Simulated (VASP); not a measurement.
# PbSe (Fm-3m) in VASP: notebook

PbSe is run at these levels: RPBE+D4, BLYP+D3(BJ), revPBE+D4; tasks: single point.

All numbers are computed with VASP 6.6.1; they aren't measurements. Logs are shortened: lines on timing, memory, paths and dates and some standing lists are left out, and cuts for length are marked.

## (1) The cell of the first run

Symmetry: Fm-3m, No. 225, cubic system. The conventional cell has a = 6.132 Å, b = 6.132 Å, c = 6.132 Å, α = 90.00°, β = 90.00°, γ = 90.00°. Within 4.0 Å of Pb (site symmetry m-3m) lie 6 Se at 3.07 Å. Se (site symmetry m-3m) has 6 Pb at 3.07 Å within 4.0 Å.

## (2) Single point, RPBE+D4

Contents of INCAR:

```
PREC     = Accurate       # precision mode
ENCUT    = 500            # plane-wave cutoff, eV
EDIFF    = 1E-6           # SCF threshold, eV
ISMEAR   = 0              # smearing method
SIGMA    = 0.05           # smearing width, eV
LREAL    = F              # projectors in reciprocal space
LASPH    = T              # aspherical terms in the spheres
NELM     = 120            # most SCF steps
ALGO     = Normal         # electronic algorithm
ISIF     = 2              # what is computed and relaxed
LWAVE    = F              # write WAVECAR
LCHARG   = F              # write CHGCAR
GGA      = RP             # functional
IVDW     = 13             # dispersion correction
NBANDS   = 17             # bands
GGA_COMPAT= F
```

Contents of KPOINTS:

```
Automatic mesh
0
Gamma
  6 6 6
```

Contents of POSCAR:

```
PbSe
1.0
    0.0000000000      3.0662290843      3.0662290843
    3.0662290843      0.0000000000      3.0662290843
    3.0662290843      3.0662290843      0.0000000000
Pb Se
1 1
Direct
    0.5000000000      0.5000000000      0.5000000000
    0.0000000000      0.0000000000      0.0000000000
```

Potentials or basis: VASP PAW PBE potentials, release 64 (Pb_d, Se).

Run with:

```sh
$ cat potpaw_PBE.64/Pb_d/POTCAR potpaw_PBE.64/Se/POTCAR > POTCAR
$ mpirun -np 1 vasp_std > vasp.out
```

OUTCAR:

```text
PREC = Accurate
   ENCUT = 500
   EDIFF = 1E-6
   ISMEAR = 0
   LREAL = F
   LASPH = T
   NELM = 120
   ISIF = 2
   GGA = RP
   IVDW = 13

 ion  position               nearest neighbor table
   1  0.500  0.500  0.500-   2 3.07   2 3.07   2 3.07   2 3.07   2 3.07   2 3.07
   2  0.000  0.000  0.000-   1 3.07   1 3.07   1 3.07   1 3.07   1 3.07   1 3.07

  LATTYP: Found a face centered cubic cell.
 ALAT       =     6.1324581686

  Lattice vectors:

 A1 = (   0.0000000000,   3.0662290843,   3.0662290843)
 A2 = (   3.0662290843,   0.0000000000,   3.0662290843)
 A3 = (   3.0662290843,   3.0662290843,   0.0000000000)

Analysis of symmetry for initial positions (statically):
=====================================================================
 Subroutine PRICEL returns:
 Original cell was already a primitive cell.

 Routine SETGRP: Setting up the symmetry group for a
 face centered cubic supercell.

 Subroutine GETGRP returns: Found 48 space group operations
 (whereof 48 operations were pure point group operations)
 out of a pool of 48 trial point group operations.

The static configuration has the point symmetry O_h .

Analysis of symmetry for dynamics (positions and initial velocities):
=====================================================================
 Subroutine PRICEL returns:
 Original cell was already a primitive cell.

 Routine SETGRP: Setting up the symmetry group for a
 face centered cubic supercell.

 Subroutine GETGRP returns: Found 48 space group operations
 (whereof 48 operations were pure point group operations)
 out of a pool of 48 trial point group operations.

The dynamic configuration has the point symmetry O_h .

 Subroutine INISYM returns: Found 48 space group operations
 (whereof 48 operations are pure point group operations),
 and found     1 'primitive' translations

----------------------------------------------------------------------------------------

                                     Primitive cell

  volume of cell :      57.6559

  direct lattice vectors                    reciprocal lattice vectors
     0.000000000  3.066229084  3.066229084    -0.163066746  0.163066746  0.163066746
     3.066229084  0.000000000  3.066229084     0.163066746 -0.163066746  0.163066746
     3.066229084  3.066229084  0.000000000     0.163066746  0.163066746 -0.163066746

  length of vectors
     4.336302756  4.336302756  4.336302756     0.282439890  0.282439890  0.282439890

  position of ions in fractional coordinates (direct lattice)
     0.500000000  0.500000000  0.500000000
     0.000000000  0.000000000  0.000000000

[... 68 lines left out ...]
   LREAL  =      F    real-space projection
   EDIFFG = 0.1E-04   stopping-criterion for IOM
   NSW    =      0    number of steps for IOM
   IBRION =     -1    ionic relax: 0-MD 1-quasi-New 2-CG
   NFREE  =      0    steps in history (QN), initial steepest desc. (CG)
   ISIF   =      2    stress and relaxation
   ISYM   =      2    0-nonsym 1-usesym 2-fastsym
   POTIM  = 0.5000    time-step for ionic-motion
   TEBEG  =    0.0;   TEEND  =   0.0 temperature during run
   PSTRESS=    0.0 pullay stress
   NELECT =      20.0000    total number of electrons
   NUPDOWN=      -1.0000    fix difference up-down
   EMIN   =  10.00;   EMAX   =-10.00  energy-range for DOS
   EFERMI =   0.00;   METHOD = LEGACY
   ISMEAR =     0;   SIGMA  =   0.05  broadening in eV -4-tet -1-fermi 0-gaus
   EFERMI_NEDOS =   21; number of points for ismear=-14 and -15
   IALGO  =     38    algorithm
   IMIX   =      4    mixing-type and parameters
     AMIX     =   0.40;   BMIX     =  1.00
     AMIX_MAG =   1.60;   BMIX_MAG =  1.00
  volume/ion in A,a.u.               =      28.83       194.54
  Fermi-wavevector in a.u.,A,eV,Ry     =   1.150280  2.173714 18.002468  1.323144
  Thomas-Fermi vector in A             =   2.286945
   LORBIT       =      0    0 simple, 1 ext, 2 COOP (PROOUT), +10 PAW based schemes
   GGA     = RP    functional components
   LHFCALC =     F    Hartree Fock is set to
   AEXX    =    0.0000 exact exchange contribution
   IVDW    =    13    specifies the selected vdW correction
   LEPSILON=     F    determine dielectric tensor
   LRPA    =     F    only Hartree local field effects (RPA)
 non-spin polarized calculation
 Gauss-broadening in eV      SIGMA  =   0.05
  energy-cutoff  :      500.00
  volume of cell :       57.66
 maximum number of plane-waves:      1484
   NGX = 15   NGY = 15   NGZ = 15

 number of electron      19.9999998 magnetization

 Free energy of the ion-electron system (eV)
  ---------------------------------------------------
  ext. energy  EPLUGINS =         0.00000000
  ---------------------------------------------------
  free energy    TOTEN  =        -7.47401299 eV

  energy without entropy =       -7.47401299  energy(sigma->0) =       -7.47401299

 E-fermi :   5.3209     XC(G=0):  -9.3561

 val. band max:        5.1226694657   @ k =   0.5000   0.0000   0.0000
 cond. band min:       5.5181297877   @ k =   0.5000   0.0000   0.0000
 fundamental gap:      0.3954603219
 Fermi energy:         5.3209348678

 k-point     1 :       0.0000    0.0000    0.0000
  band No.  band energies     occupation
      1     -11.7759      2.00000
      2     -11.7759      2.00000
      3     -11.7759      2.00000
      4     -11.7676      2.00000
      5     -11.7676      2.00000
      6      -8.4007      2.00000
[... 297 lines left out ...]
      4     -11.7488      2.00000
      5     -11.7331      2.00000
      6      -6.9688      2.00000
[... 9 lines left out ...]
     16      16.7842      0.00000
     17      17.7586      0.00000

------------------------ aborting loop because EDIFF is reached ----------------------------------------

  DFT-D4 for vdW energy calculation

  Edisp (eV):   -1.44542

  FORCE on cell =-STRESS in cart. coord.  units (eV):
  Direction    XX          YY          ZZ          XY          YZ          ZX
  --------------------------------------------------------------------------------------
  -------------------------------------------------------------------------------------
  Total      -0.02074    -0.02074    -0.02074    -0.00000     0.00000     0.00000
  in kB      -0.57630    -0.57630    -0.57630    -0.00000     0.00000     0.00000
  external pressure =       -0.58 kB  Pullay stress =        0.00 kB

 VOLUME and BASIS-vectors are now :
 -----------------------------------------------------------------------------
  energy-cutoff  :      500.00
  volume of cell :       57.66
      direct lattice vectors                 reciprocal lattice vectors
     0.000000000  3.066229084  3.066229084    -0.163066746  0.163066746  0.163066746
     3.066229084  0.000000000  3.066229084     0.163066746 -0.163066746  0.163066746
     3.066229084  3.066229084  0.000000000     0.163066746  0.163066746 -0.163066746

 POSITION                                       TOTAL-FORCE (eV/Angst)
 -----------------------------------------------------------------------------------
      3.06623      3.06623      3.06623         0.000000      0.000000     -0.000000
      0.00000      0.00000      0.00000        -0.000000      0.000000      0.000000
 -----------------------------------------------------------------------------------
    total drift:                                0.000000     -0.000000      0.000000

  FREE ENERGIE OF THE ION-ELECTRON SYSTEM (eV)
  ---------------------------------------------------
  free  energy   TOTEN  =        -8.9194293038 eV

  energy  without entropy=       -8.9194293036  energy(sigma->0) =       -8.91942930
```

stdout:

```text
POSCAR found type information on POSCAR PbSe
 POSCAR found :  2 types and       2 ions
 scaLAPACK will be used
 -----------------------------------------------------------------------------
|                                                                             |
|                                                                             |
|     You enforced a specific xc type in the INCAR file but a different       |
|     I HOPE YOU KNOW WHAT YOU ARE DOING!                                     |
|                                                                             |
 -----------------------------------------------------------------------------

 LDA part: xc-table for (Slater+PW92), standard interpolation
 POSCAR, INCAR and KPOINTS ok, starting setup
 FFT: planning ... GRIDC
 FFT: planning ... GRID_SOFT
 FFT: planning ... GRID
 WAVECAR not read
 entering main loop
```

It took 21 s on 1 thread of Intel Xeon 8259CL, shared host; peak memory 0.18 GiB.

Results:

- Free energy: -8.9194 eV
- Pressure: -0.1 GPa
- Band gap on the k mesh: 0.40 eV, direct
- Dispersion energy per atom: -0.723 eV

Levels at points of the mesh, in eV from the valence-band top:
```tsv
k point	band 6	band 7	band 8	band 9	band 10	band 11	band 12	band 13	band 14	band 15
(0.00, 0.00, 0.00)	-13.52	-6.26	-1.86	-1.86	-1.86	4.75	4.75	4.75	6.57	6.57
(0.50, 0.00, 0.00)	-12.47	-8.74	-1.46	-1.46	0.00	0.40	1.76	1.76	8.67	10.16
(0.50, 0.50, 0.00)	-12.11	-7.34	-4.91	-3.20	-3.20	3.80	5.64	5.64	6.09	11.25
```

Caveat: the PAW data sets were made with another functional, which shifts forces and pressure a little; spin-orbit coupling is left out, which moves the levels of the heavy elements. A k mesh can miss the band edges.

## (3) Single point, RPBE+D4 (volume scaled by 0.98)

Contents of INCAR:

```
SYSTEM = PbSe
ALGO = Normal
EDIFF = 1E-6
ENCUT = 500
GGA = RP
GGA_COMPAT = .False.
ISIF = 2
ISMEAR = 0
IVDW = 13
LASPH = .True.
LCHARG = .False.
LREAL = .False.
LWAVE = .False.
NBANDS = 17
NELM = 120
PREC = Accurate
SIGMA = 0.05
```

Contents of KPOINTS:

```
k-points
0
Gamma
  6 6 6
  0 0 0
```

Contents of POSCAR:

```
PbSe
1.0
    0.0000000000      3.0456497455      3.0456497455
    3.0456497455      0.0000000000      3.0456497455
    3.0456497455      3.0456497455      0.0000000000
Pb Se
1 1
Direct
    0.5000000000      0.5000000000      0.5000000000
    0.0000000000      0.0000000000      0.0000000000
```

Potentials or basis: VASP PAW PBE potentials, release 64 (Pb_d, Se).

Run with:

```sh
$ cat potpaw_PBE.64/Pb_d/POTCAR potpaw_PBE.64/Se/POTCAR > POTCAR
$ mpirun -np 1 vasp_std > vasp.out
```

Run time: 22 s. Hardware: 1 thread of Intel Xeon 8259CL, shared host; peak memory 0.18 GiB.

The run converged. Its results:

- Free energy: -8.9158 eV
- Pressure: 1.0 GPa
- Band gap on the k mesh: 0.33 eV, direct
- Dispersion energy per atom: -0.737 eV

Levels at points of the mesh, in eV from the valence-band top:
```tsv
k point	band 6	band 7	band 8	band 9	band 10	band 11	band 12	band 13	band 14	band 15
(0.00, 0.00, 0.00)	-13.72	-6.25	-1.97	-1.97	-1.97	4.78	4.78	4.78	6.50	6.50
(0.50, 0.00, 0.00)	-12.62	-8.88	-1.56	-1.56	0.00	0.32	1.69	1.69	8.67	10.13
(0.50, 0.50, 0.00)	-12.23	-7.39	-5.10	-3.34	-3.34	3.69	5.70	5.70	6.15	11.28
```

Caveat: the PAW data sets were made with another functional, which shifts forces and pressure a little; spin-orbit coupling is left out, which moves the levels of the heavy elements.

## (4) Single point, BLYP+D3(BJ)

Contents of INCAR:

```
PREC = Accurate ; ENCUT = 500
EDIFF = 1E-6 ; ISMEAR = 0
SIGMA = 0.05 ; LREAL = F
LASPH = T ; NELM = 120
ALGO = Normal ; ISIF = 2
LWAVE = F ; LCHARG = F
GGA = B5 ; ALDAX = 1.0
AGGAX = 1.0 ; AGGAC = 1.0
ALDAC = 0.0 ; IVDW = 12
VDW_S6 = 1.0 ; VDW_S8 = 2.6996
VDW_A1 = 0.4298 ; VDW_A2 = 4.2359
NBANDS = 17 ; GGA_COMPAT = F
```

Contents of KPOINTS:

```
regular mesh
0
Gamma
  6 6 6
```

Contents of POSCAR:

```
PbSe
1.0
    0.0000000000      3.0678054042      3.0678054042
    3.0678054042      0.0000000000      3.0678054042
    3.0678054042      3.0678054042      0.0000000000
Pb Se
1 1
Direct
    0.5000000000      0.5000000000      0.5000000000
    0.0000000000      0.0000000000      0.0000000000
```

Run with:

```sh
$ cat potpaw_PBE.64/Pb_d/POTCAR potpaw_PBE.64/Se/POTCAR > POTCAR
$ mpirun -np 1 vasp_std > vasp.out
```

Run time: 34 s. Hardware: 1 thread of Intel Xeon 8259CL, shared host; peak memory 0.18 GiB.

The run converged. Its results:

```yaml
Free_energy: -8.7643 eV
Pressure: 0.7 GPa
Band_gap_on_the_k_mesh: 0.42 eV, direct
Dispersion_energy_per_atom: -0.859 eV
```

Levels at points of the mesh, in eV from the valence-band top:
```csv
k point,band 7,band 8,band 9,band 10,band 11,band 12,band 13,band 14
"(0.00, 0.00, 0.00)",-6.41,-1.83,-1.83,-1.83,4.61,4.61,4.61,6.75
"(0.50, 0.00, 0.00)",-8.81,-1.41,-1.41,0.00,0.42,1.71,1.71,8.88
"(0.50, 0.50, 0.00)",-7.47,-4.83,-3.15,-3.15,4.05,5.51,5.51,6.01
```

Caveat: the PAW data sets were made with another functional, which shifts forces and pressure a little; spin-orbit coupling is left out, which moves the levels of the heavy elements. A k mesh can miss the band edges.

## (5) Single point, revPBE+D4 (volume scaled by 1.02)

Contents of INCAR:

```
SYSTEM = PbSe
ALGO     = Normal         ! electronic algorithm
EDIFF    = 1E-6           ! SCF threshold, eV
ENCUT    = 500            ! plane-wave cutoff, eV
GGA      = RE             ! functional
GGA_COMPAT= .False.      
ISIF     = 2              ! what is computed and relaxed
ISMEAR   = 0              ! smearing method
IVDW     = 13             ! dispersion correction
LASPH    = .True.         ! aspherical terms in the spheres
LCHARG   = .False.        ! write CHGCAR
LREAL    = .False.        ! projectors in reciprocal space
LWAVE    = .False.        ! write WAVECAR
NBANDS   = 17             ! bands
NELM     = 120            ! most SCF steps
PREC     = Accurate       ! precision mode
SIGMA    = 0.05           ! smearing width, eV
```

Contents of KPOINTS:

```
k-points
0
Gamma
  6 6 6
  0 0 0
```

Contents of POSCAR:

```
PbSe
1.0
    0.0000000000      3.0865358290      3.0865358290
    3.0865358290      0.0000000000      3.0865358290
    3.0865358290      3.0865358290      0.0000000000
Pb Se
1 1
Direct
    0.5000000000      0.5000000000      0.5000000000
    0.0000000000      0.0000000000      0.0000000000
```

Run with:

```sh
$ cat potpaw_PBE.64/Pb_d/POTCAR potpaw_PBE.64/Se/POTCAR > POTCAR
$ mpirun -np 1 vasp_std > vasp.out
```

Wall time 24 s (1 thread of Intel Xeon 8259CL, shared host); peak memory 0.18 GiB.

The run converged. Its results:

```
Free energy                : -8.7946 eV
Pressure                   : -0.9 GPa
Band gap on the k mesh     : 0.44 eV, direct
Dispersion energy per atom : -0.603 eV
```

Levels at points of the mesh, in eV from the valence-band top:
```tsv
k point	band 6	band 7	band 8	band 9	band 10	band 11	band 12	band 13	band 14	band 15
(0.00, 0.00, 0.00)	-13.35	-6.29	-1.75	-1.75	-1.75	4.71	4.71	4.71	6.62	6.62
(0.50, 0.00, 0.00)	-12.34	-8.62	-1.37	-1.37	0.00	0.44	1.80	1.80	8.63	10.18
(0.50, 0.50, 0.00)	-12.01	-7.30	-4.74	-3.06	-3.06	3.88	5.57	5.57	6.00	11.24
```

Caveat: the PAW data sets were made with another functional, which shifts forces and pressure a little; spin-orbit coupling is left out, which moves the levels of the heavy elements. A k mesh can miss the band edges.

## (6) Single point, revPBE+D4 (volume scaled by 1.04)

Contents of INCAR:

```
PREC = Accurate ; ENCUT = 500
EDIFF = 1E-6 ; ISMEAR = 0
SIGMA = 0.05 ; LREAL = F
LASPH = T ; NELM = 120
ALGO = Normal ; ISIF = 2
LWAVE = F ; LCHARG = F
GGA = RE ; IVDW = 13
NBANDS = 17 ; GGA_COMPAT = F
```

Contents of KPOINTS:

```
regular mesh
0
Gamma
  6 6 6
```

Contents of POSCAR:

```
PbSe
1.0
    0.0000000000      3.1065788310      3.1065788310
    3.1065788310      0.0000000000      3.1065788310
    3.1065788310      3.1065788310      0.0000000000
Pb Se
1 1
Direct
    0.5000000000      0.5000000000      0.5000000000
    0.0000000000      0.0000000000      0.0000000000
```

Potentials or basis: VASP PAW PBE potentials, release 64 (Pb_d, Se).

Run with:

```sh
$ cat potpaw_PBE.64/Pb_d/POTCAR potpaw_PBE.64/Se/POTCAR > POTCAR
$ mpirun -np 1 vasp_std > vasp.out
```

It took 25 s on 1 thread of Intel Xeon 8259CL, shared host; peak memory 0.18 GiB.

The run converged. Its results:

```
Free energy                : -8.7872 eV
Pressure                   : -1.1 GPa
Band gap on the k mesh     : 0.50 eV, direct
Dispersion energy per atom : -0.592 eV
```

Levels at points of the mesh, in eV from the valence-band top:
```tsv
k point	band 6	band 7	band 8	band 9	band 10	band 11	band 12	band 13	band 14	band 15
(0.00, 0.00, 0.00)	-13.18	-6.31	-1.65	-1.65	-1.65	4.68	4.68	4.68	6.67	6.67
(0.50, 0.00, 0.00)	-12.21	-8.51	-1.28	-1.28	0.00	0.50	1.85	1.85	8.62	10.15
(0.50, 0.50, 0.00)	-11.91	-7.26	-4.57	-2.92	-2.92	3.98	5.51	5.51	5.93	11.21
```

Caveat: the PAW data sets were made with another functional, which shifts forces and pressure a little; spin-orbit coupling is left out, which moves the levels of the heavy elements. A k mesh can miss the band edges.

## (7) Summary

```csv
level,cell,gap on the mesh (eV),pressure (GPa)
RPBE+D4,"a = 4.336 Å, angles 60.0°, 2 atoms",0.40,-0.1
RPBE+D4,"a = 4.307 Å, angles 60.0°, 2 atoms",0.33,1.0
BLYP+D3(BJ),"a = 4.339 Å, angles 60.0°, 2 atoms",0.42,0.7
revPBE+D4,"a = 4.365 Å, angles 60.0°, 2 atoms",0.44,-0.9
revPBE+D4,"a = 4.393 Å, angles 60.0°, 2 atoms",0.50,-1.1
```

Alike in all rows: task single point; potentials or basis VASP PAW PBE potentials, release 64 (Pb_d, Se); no spin polarisation; k mesh 6 × 6 × 6; cutoff (eV) 500; smearing gaussian 0.05 eV.

Caveats: the PAW data sets were made with another functional, which shifts forces and pressure a little; spin-orbit coupling is left out, which moves the levels of the heavy elements.

Total energies depend on the potentials used, so only differences within one code and one set of settings carry meaning.
